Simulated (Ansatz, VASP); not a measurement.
# Two plane-wave programs on GaSb

INCAR

```
SYSTEM = GaSb
PREC     = Accurate       ! precision mode
ENCUT    = 500            ! plane-wave cutoff, eV
EDIFF    = 1E-6           ! SCF threshold, eV
ISMEAR   = -1             ! smearing method
SIGMA    = 0.1            ! smearing width, eV
LREAL    = .False.        ! projectors in reciprocal space
LASPH    = .True.         ! aspherical terms in the spheres
NELM     = 120            ! most SCF steps
ALGO     = Normal         ! electronic algorithm
ISIF     = 2              ! what is computed and relaxed
LWAVE    = .False.        ! write WAVECAR
LCHARG   = .True.         ! write CHGCAR
GGA      = PS             ! functional
LELF     = .True.         ! ELF
LVHAR    = .True.       
NBANDS   = 16             ! bands
GGA_COMPAT= .False.
```

File KPOINTS:

```
Automatic mesh
0
Gamma
  6 6 6
  0 0 0
```

POSCAR

```
GaSb
1.0
   -2.7534340000      2.7534340000      1.5907070000
    2.7534340000     -2.7534340000      1.5907070000
    2.7534340000      2.7534340000     -1.5907070000
Ga Sb
1 1
Direct
    0.7500000000      0.2500000000      0.5000000000
    0.0000000000      0.0000000000      0.0000000000
```

Input for Ansatz:

```yaml
crystal:
  lattice:
    a: 5.506868
    b: 5.506868
    c: 3.181414
    alpha: 90.0
    beta: 90.0
    gamma: 90.0
  space_group: 119
  setting:
    hermann_mauguin: I-4m2
  atoms:
    - { symbol: Ga, position: [0.0, 0.5, 0.25] }
    - { symbol: Sb, position: [0.0, 0.0, 0.0] }
  reduce_to_primitive: true
basis:
  ecutwfc: 557.833418042754
kpoints:
  mp_grid:
    grid: [6, 6, 6]
hamiltonian:
  xc: pbesol
scf:
  occupations:
    method: fermi_dirac
    width: 0.1
output:
  stress: true
```

Alike in both runs: task single point; functional PBEsol; k mesh 6 × 6 × 6; occupations fermi-dirac, width 0.1 eV; no spin polarisation.

|  | VASP | Ansatz |
| --- | --- | --- |
| version | VASP 6.6.1 | Ansatz 0.2.0 |
| potentials or method | VASP PAW PBE potentials, release 64 (Ga_d, Sb), cutoff 500 eV | plane waves, PAW |
| valence electrons in the cell | 18 | 28 |

Ansatz gave:

* pressure (GPa): -2.6
* traceless stress, the component that is largest in VASP (GPa): -2.11

Q: Which values does VASP return?

A: Pressure (GPa): -2.6; traceless stress, the component that is largest in VASP (GPa): -2.13.

VASP's potentials were made for PBE, not for PBEsol. VASP's potentials hold 18 valence electrons a cell and Ansatz's 28, so a difference there can come from the potentials and not from the codes.

The k mesh is coarse, so the values compare programs but aren't converged. Spin-orbit coupling is off throughout.
